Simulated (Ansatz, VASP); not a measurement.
## Two plane-wave programs on SnSe2

```
Sn Se
1.0
     3.82515    0.00000    0.00000
    -1.91257    3.31268    0.00000
     0.00000    0.00000    6.22708
Sn Se
1 2
Cartesian
  0.0000 0.0000 0.0000
  0.0000 2.2085 1.5759
  1.9126 1.1042 4.6511
```

Alike in both runs: task single point; functional r2SCAN; k mesh 12 × 12 × 4; no spin polarisation.

```csv
,VASP,Ansatz
version,VASP 6.6.1,Ansatz 0.2.0
potentials or method,"VASP PAW PBE potentials, release 64 (Sn_d, Se)","plane waves, PAW"
plane-wave cutoff (eV),520,500
occupations,"gaussian, width 0.01 eV",fixed
valence electrons in the cell,26,46
```

```tsv
	VASP	Ansatz	Ansatz less VASP
gap on the k mesh at the Fermi level (eV)	1.01	1.01	-0.001
pressure (GPa)	1.0	0.9	-0.05
rms of the force components (eV/Å)	0.007	0.014	+0.0062
```

VASP's potentials were made for PBE, not for r2SCAN. Atom by atom the forces differ by 0.006 eV/Å (rms over components). VASP's potentials hold 26 valence electrons a cell and Ansatz's 46, so a difference there can come from the potentials and not from the codes.
